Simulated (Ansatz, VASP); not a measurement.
**Two plane-wave programs on CdP**

```
Cd P
1.0
     1.82685   -7.33529    0.00000
     1.82685    7.33529    0.00000
     0.00000    0.00000    3.15339
Cd P
2 2
Direct
  0.82144 0.17856 0.25000
  0.17856 0.82144 0.75000
  0.55168 0.44832 0.25000
  0.44832 0.55168 0.75000
```

Alike in both runs: functional PBE; k mesh 4 × 4 × 6; occupations gaussian, width 0.1 eV; no spin polarisation.

Ansatz relaxed the structure, and its values are those at the end. VASP's run is a single point on that final structure, the one shown.

|  | VASP | Ansatz |
| --- | --- | --- |
| version | VASP 6.6.1 | Ansatz 0.2.0 |
| potentials or method | VASP PAW PBE potentials, release 64 (Cd, P), cutoff 520 eV | scalar-relativistic, plane waves, PAW |
| valence electrons in the cell | 34 | 50 |

|  | VASP | Ansatz | Ansatz less VASP |
| --- | --- | --- | --- |
| gap on the k mesh at the Fermi level (eV) | none | none | - |
| pressure (GPa) | -0.1 | -0.2 | -0.08 |
| rms of the force components (eV/Å) | 0.034 | 0.006 | -0.0280 |

A gap of «none» marks a metal or a gap that the smearing closes. VASP's potentials hold 34 valence electrons a cell and Ansatz's 50, so a difference there can come from the potentials and not from the codes.

The k mesh is coarse, so the values compare programs but aren't converged.
